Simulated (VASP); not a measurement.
A run of VASP 6.6.1:

File INCAR:

```
SYSTEM = TeMo2
  PREC = Accurate
  ENCUT = 520
  EDIFF = 1E-6
  ISMEAR = 0
  SIGMA = 0.1
  LREAL = .FALSE.
  LASPH = .TRUE.
  NELM = 60
  ALGO = Normal
  ISIF = 2
  LWAVE = .FALSE.
  LCHARG = .FALSE.
  GGA = PE
  NBANDS = 24
```

Contents of KPOINTS:

```
Automatic mesh
0
G
  6 6 6
  0 0 0
```

POSCAR

```
TeMo2
1.0
    0.0000000000      3.1249896995      3.1249896995
    3.1249896995      0.0000000000      3.1249896995
    3.1249896995      3.1249896995      0.0000000000
Te Mo
1 2
Direct
    0.0000000000      0.0000000000      0.0000000000
    0.2500000000      0.2500000000      0.2500000000
    0.7500000000      0.7500000000      0.7500000000
```

Potentials or basis: VASP PAW PBE potentials, release 64 (Te, Mo_sv).

Launch:

```console
$ cat potpaw_PBE.64/Te/POTCAR potpaw_PBE.64/Mo_sv/POTCAR > POTCAR
$ mpirun -np 1 vasp_std > vasp.out
```

Hardware: 1 thread of Intel(R) Xeon(R) 6975P-C (Granite Rapids), with other jobs on the host.

How long does it take, and how much memory?

Wall time 12 s on 1 thread of Intel(R) Xeon(R) 6975P-C (Granite Rapids) (shared host), peak memory 0.2 GiB. Counts: scf iterations 12, k points 16.
